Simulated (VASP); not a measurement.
Here is a VASP 6.6.1 calculation.

The input INCAR:

```
PREC = Accurate
ENCUT = 520
EDIFF = 1E-6
ISMEAR = -1
SIGMA = 0.15
LREAL = F
LASPH = T
NELM = 80
ALGO = Normal
ISIF = 2
LWAVE = F
LCHARG = T
GGA = PE
IVDW = 12
LELF = T
LVHAR = T
NBANDS = 12
```

File KPOINTS:

```
Automatic mesh
0
Gamma
  24 24 24
  0.5 0.5 0.5
```

POSCAR

```
P
1.0
    1.8461897884      1.0658981713      2.5154377821
   -1.8461897884      1.0658981713      2.5154377821
    0.0000000000     -2.1317963426      2.5154377821
P
2
Direct
    0.2336660455      0.2336660455      0.2336660455
    0.7663339545      0.7663339545      0.7663339545
```

Potentials or basis: VASP PAW PBE potentials, release 64 (P).

The run is started by

```bash
$ cat potpaw_PBE.64/P/POTCAR > POTCAR
$ mpirun -np 1 vasp_std > vasp.out
```

(1) What does it give for the largest force?

(2) Predict the band gap on the k mesh.

(3) Estimate the pressure.

Results:

(1) 0.490 eV/Å.

(2) zero (band 5 reaches 10.04 eV, above the bottom of band 6 at 7.74 eV).

(3) -4.8 GPa.

Caveat: pairwise dispersion overbinds metals, which lowers pressure and volume.
